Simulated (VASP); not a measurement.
A run of VASP 6.6.1 is set up as follows.

The input INCAR:

```
SYSTEM = Sn
PREC     = Accurate       ! precision mode
ENCUT    = 520            ! plane-wave cutoff, eV
EDIFF    = 1E-6           ! SCF threshold, eV
ISMEAR   = 0              ! smearing method
SIGMA    = 0.1            ! smearing width, eV
LREAL    = .False.        ! projectors in reciprocal space
LASPH    = .True.         ! aspherical terms in the spheres
NELM     = 60             ! most SCF steps
ALGO     = Normal         ! electronic algorithm
ISIF     = 2              ! what is computed and relaxed
LWAVE    = .False.        ! write WAVECAR
LCHARG   = .False.        ! write CHGCAR
GGA      = PE             ! functional
NBANDS   = 21             ! bands
```

The input KPOINTS:

```
regular mesh
0
Gamma
  6 6 6
  0 0 0
```

Contents of POSCAR:

```
Sn
1.0
    0.0000000000      2.6265053536      2.6265053536
    2.6265053536      0.0000000000      2.6265053536
    2.6265053536      2.6265053536      0.0000000000
Sn
2
Direct
    0.5000000000      0.5000000000      0.5000000000
    0.7500000000      0.7500000000      0.7500000000
```

Potentials or basis: VASP PAW PBE potentials, release 64 (Sn_d).

Command:

```bash
$ cat potpaw_PBE.64/Sn_d/POTCAR > POTCAR
$ mpirun -np 1 vasp_std > vasp.out
```

Problem. What does it give for the band gap on the k mesh?

Solution. Zero (band 14 reaches 15.79 eV, above the bottom of band 15 at 14.88 eV).

Problem. Predict the pressure.

Solution. 137.1 GPa.

Caveat: the cell differs from its parent crystal (C replaced by Sn, lengths x 1.497, strained); spin-orbit coupling is left out, which moves the levels of the heavy elements.
